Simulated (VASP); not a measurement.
# Au (I4/mmm) in VASP: further runs, part 2 of 2

VASP 6.6.1.

## Step 4: Single point, PBE (biaxial strain in the a-b plane: -6.0 %, then relaxed in part)

INCAR

```
SYSTEM = Au
ALGO = Normal
EDIFF = 1E-6
ENCUT = 500
GGA = PE
GGA_COMPAT = .FALSE.
ISIF = 2
ISMEAR = 0
LASPH = .TRUE.
LCHARG = .FALSE.
LREAL = .FALSE.
LWAVE = .FALSE.
NBANDS = 18
NELM = 120
PREC = Accurate
SIGMA = 0.1
```

KPOINTS

```
k-points
0
G
  16 16 16
  0 0 0
```

POSCAR

```
Au
1.0
    3.1032304960      0.0000000000      0.0000000000
    0.0000000000      3.1032304960      0.0000000000
    0.0000000000      0.0000000000      3.7585781738
Au
2
Direct
    0.0000000000      0.0000000000      0.0000000000
    0.5000000000      0.5000000000      0.5000000000
```

Potentials or basis: VASP PAW PBE potentials, release 64 (Au).

The run is started by

```sh
$ cat potpaw_PBE.64/Au/POTCAR > POTCAR
$ mpirun -np 1 vasp_std > vasp.out
```

OUTCAR:

```text
SYSTEM = Au
   EDIFF = 1E-6
   ENCUT = 500
   GGA = PE
   ISIF = 2
   ISMEAR = 0
   LASPH = .TRUE.
   LREAL = .FALSE.
   NELM = 120
   PREC = Accurate

 ion  position               nearest neighbor table
   1  0.000  0.000  0.000-   2 2.89   2 2.89   2 2.89   2 2.89   2 2.89   2 2.89   2 2.89   2 2.89

   2  0.500  0.500  0.500-   1 2.89   1 2.89   1 2.89   1 2.89   1 2.89   1 2.89   1 2.89   1 2.89

  LATTYP: Found a simple tetragonal cell.
 ALAT       =     3.1032304960
 C/A-ratio  =     1.2111824045

  Lattice vectors:

 A1 = (   3.1032304960,   0.0000000000,   0.0000000000)
 A2 = (   0.0000000000,   3.1032304960,   0.0000000000)
 A3 = (   0.0000000000,   0.0000000000,   3.7585781738)

Analysis of symmetry for initial positions (statically):
=====================================================================
 Subroutine PRICEL returns following result:

  LATTYP: Found a body centered tetragonal cell.
 ALAT       =     3.1032304960
 C/A-ratio  =     1.2111824045

  Lattice vectors:

 A1 = (  -1.5516152480,  -1.5516152480,  -1.8792890869)
 A2 = (   1.5516152480,   1.5516152480,  -1.8792890869)
 A3 = (   1.5516152480,  -1.5516152480,   1.8792890869)
[... 176 lines left out ...]
  ext. energy  EPLUGINS =         0.00000000
  ---------------------------------------------------
  free energy    TOTEN  =        -6.42194671 eV

  energy without entropy =       -6.41903406  energy(sigma->0) =       -6.42049039

 E-fermi :   8.5138     XC(G=0): -12.3591

 val. band max:        8.5096469459   @ k =   0.3125   0.2500   0.4375
 cond. band min:       8.5236226721   @ k =   0.2500   0.2500   0.5000
 fundamental gap:      0.0139757262
 Fermi energy:         8.5137733171

 k-point     1 :       0.0000    0.0000    0.0000
  band No.  band energies     occupation
      1      -0.7282      2.00000
      2       2.0997      2.00000
      3       2.2538      2.00000
      4       3.8414      2.00000
      5       3.8414      2.00000
      6       4.7844      2.00000
[... 481 lines left out ...]
      5       3.7788      2.00000
      6       3.7788      2.00000
[... 10 lines left out ...]
     17      21.3916      0.00000
     18      21.3916      0.00000

 [... further k-points ...]
[... 5 lines left out ...]
  --------------------------------------------------------------------------------------
  -------------------------------------------------------------------------------------
  Total       -0.2801215     -0.2801215     -0.0454372      0.0000000     -0.0000000      0.0000000
  in kB      -12.3995352    -12.3995352     -2.0112687      0.0000000     -0.0000000      0.0000000
  external PRESSURE =      -8.9367797 kB  Pullay stress =       0.0000000 kB

 VOLUME and BASIS-vectors are now :
 -----------------------------------------------------------------------------
  energy-cutoff  :      500.00
  volume of cell :       36.20
      direct lattice vectors                 reciprocal lattice vectors
     3.103230496  0.000000000  0.000000000     0.322244835  0.000000000  0.000000000
     0.000000000  3.103230496  0.000000000     0.000000000  0.322244835  0.000000000
     0.000000000  0.000000000  3.758578174     0.000000000  0.000000000  0.266058055

 POSITION                                       TOTAL-FORCE (eV/Angst)
 -----------------------------------------------------------------------------------
      0.00000      0.00000      0.00000        -0.000000     -0.000000      0.000000
      1.55162      1.55162      1.87929         0.000000      0.000000     -0.000000
 -----------------------------------------------------------------------------------
    total drift:                                0.000000      0.000000     -0.000000

  FREE ENERGIE OF THE ION-ELECTRON SYSTEM (eV)
  ---------------------------------------------------
  free  energy   TOTEN  =        -6.4219467148 eV

  energy  without entropy=       -6.4190340601  energy(sigma->0) =       -6.42049039
```

OSZICAR:

```text
N       E                     dE             d eps       ncg     rms          rms(c)
DAV:   1     0.119304219670E+03    0.11930E+03   -0.11187E+04 15092   0.112E+03
DAV:   2    -0.491861993727E+01   -0.12422E+03   -0.11820E+03 15508   0.252E+02
DAV:   3    -0.694648076114E+01   -0.20279E+01   -0.20161E+01 16722   0.323E+01
DAV:   4    -0.695573560994E+01   -0.92548E-02   -0.92539E-02 15790   0.236E+00
DAV:   5    -0.695582215597E+01   -0.86546E-04   -0.86547E-04 16206   0.240E-01    0.109E+01
DAV:   6    -0.645541751885E+01    0.50040E+00   -0.99943E-01 14952   0.899E+00    0.718E+00
DAV:   7    -0.642542812133E+01    0.29989E-01   -0.79361E-02 16008   0.252E+00    0.350E+00
DAV:   8    -0.642195304162E+01    0.34751E-02   -0.41813E-03 15384   0.482E-01    0.322E-01
DAV:   9    -0.642193135342E+01    0.21688E-04   -0.23586E-05 16162   0.384E-02    0.220E-02
DAV:  10    -0.642194722745E+01   -0.15874E-04   -0.78995E-06 15888   0.269E-02    0.887E-03
DAV:  11    -0.642194671476E+01    0.51269E-06   -0.96053E-08  8502   0.230E-03
   1 F= -.64219467E+01 E0= -.64204904E+01  d E =-.291265E-02
```

stdout:

```text
POSCAR found type information on POSCAR Au
 POSCAR found :  1 types and       2 ions
 scaLAPACK will be used
 LDA part: xc-table for (Slater+PW92), standard interpolation
 POSCAR, INCAR and KPOINTS ok, starting setup
 FFT: planning ... GRIDC
 FFT: planning ... GRID_SOFT
 FFT: planning ... GRID
 WAVECAR not read
 entering main loop
```

It took 77 s on 1 thread of AMD EPYC 9R45 (Zen 5), shared host; peak memory 0.27 GiB.

Results:

- Free energy: -6.4219 eV
- Pressure: -0.9 GPa
- Band gap on the k mesh: zero (band 11 reaches 12.13 eV, above the bottom of band 12 at 5.61 eV)

Caveat: the cell differs from its parent crystal (biaxial strain in the a-b plane: -6.0 %, then relaxed in part); spin-orbit coupling is left out, which moves the levels of the heavy elements.

## Step 5: Single point, PBE (biaxial strain in the a-b plane: +6.0 %, then relaxed in part)

INCAR

```
SYSTEM = Au
PREC = Accurate
ENCUT = 500
EDIFF = 1E-6
ISMEAR = 0
SIGMA = 0.1
LREAL = .False.
LASPH = .True.
NELM = 120
ALGO = Normal
ISIF = 2
LWAVE = .False.
LCHARG = .False.
GGA = PE
NBANDS = 18
GGA_COMPAT = .False.
```

KPOINTS

```
Automatic mesh
0
Gamma
  16 16 16
  0 0 0
```

POSCAR

```
Au
1.0
    3.4993875806      0.0000000000      0.0000000000
    0.0000000000      3.4993875806      0.0000000000
    0.0000000000      0.0000000000      2.9587486719
Au
2
Direct
    0.0000000000      0.0000000000      0.0000000000
    0.5000000000      0.5000000000      0.5000000000
```

The run is started by

```sh
$ cat potpaw_PBE.64/Au/POTCAR > POTCAR
$ mpirun -np 1 vasp_std > vasp.out
```

Run time: 90 s. Hardware: 1 thread of AMD EPYC 9R45 (Zen 5), shared host; peak memory 0.28 GiB.

The run converged. Its results:

* Free energy: -6.4164 eV
* Pressure: -0.3 GPa
* Band gap on the k mesh: zero (band 11 reaches 11.94 eV, above the bottom of band 12 at 6.03 eV)

Stress tensor (GPa, compression positive):
```
-0.34  0.00  0.00
 0.00 -0.34  0.00
 0.00  0.00 -0.24
```

Levels at points of the mesh, in eV from the Fermi level:
```csv
k point,band 7,band 8,band 9,band 10,band 11,band 12,band 13,band 14,band 15,band 16
"(0.00, 0.00, 0.00)",-3.70,-2.37,-1.84,-1.84,-1.55,4.75,4.75,8.18,9.73,13.77
"(0.50, 0.00, 0.00)",-3.37,-3.37,-3.02,-3.02,-2.48,-2.48,11.35,11.35,11.90,11.90
"(0.50, 0.50, 0.00)",-2.97,-2.97,-1.57,-1.57,-0.94,-0.94,2.37,2.37,14.10,14.10
"(0.00, 0.00, 0.50)",-4.37,-4.37,-3.45,-3.45,-0.44,-0.44,10.98,10.98,13.11,13.11
"(0.50, 0.00, 0.50)",-1.92,-1.92,-1.52,-1.52,0.03,0.03,3.84,3.84,11.67,11.67
"(0.50, 0.50, 0.50)",-2.84,-2.84,-2.35,-2.35,3.25,3.25,6.04,6.04,7.47,7.47
```

Caveat: the cell differs from its parent crystal (biaxial strain in the a-b plane: +6.0 %, then relaxed in part); spin-orbit coupling is left out, which moves the levels of the heavy elements.

## Step 6: Summary

| potentials or basis | cell | k mesh | cutoff (eV) | second run | gap on the mesh (eV) | pressure (GPa) |
| --- | --- | --- | --- | --- | --- | --- |
| VASP PAW PBE potentials, release 64 (Au) | a = 3.103, b = 3.412, c = 3.412 Å, 2 atoms | 16 × 16 × 16 | 520 | - | none | -0.4 |
| VASP PAW PBE potentials, release 64 (Au_sv_GW) | a = 3.351, b = 3.351, c = 3.103 Å, 2 atoms | 12 × 12 × 12 | 500 | valence_matched | none | 3.3 |
| VASP PAW PBE potentials, release 64 (Au) | a = 3.103, b = 3.103, c = 3.759 Å, 2 atoms | 16 × 16 × 16 | 500 | - | none | -0.9 |
| VASP PAW PBE potentials, release 64 (Au) | a = 3.499, b = 3.499, c = 2.959 Å, 2 atoms | 16 × 16 × 16 | 500 | - | none | -0.3 |

Alike in all rows: task single point; level PBE; no spin polarisation; smearing gaussian 0.1 eV.

Caveats: spin-orbit coupling is left out, which moves the levels of the heavy elements.

Absolute energies hang on the potentials; compare differences alone.
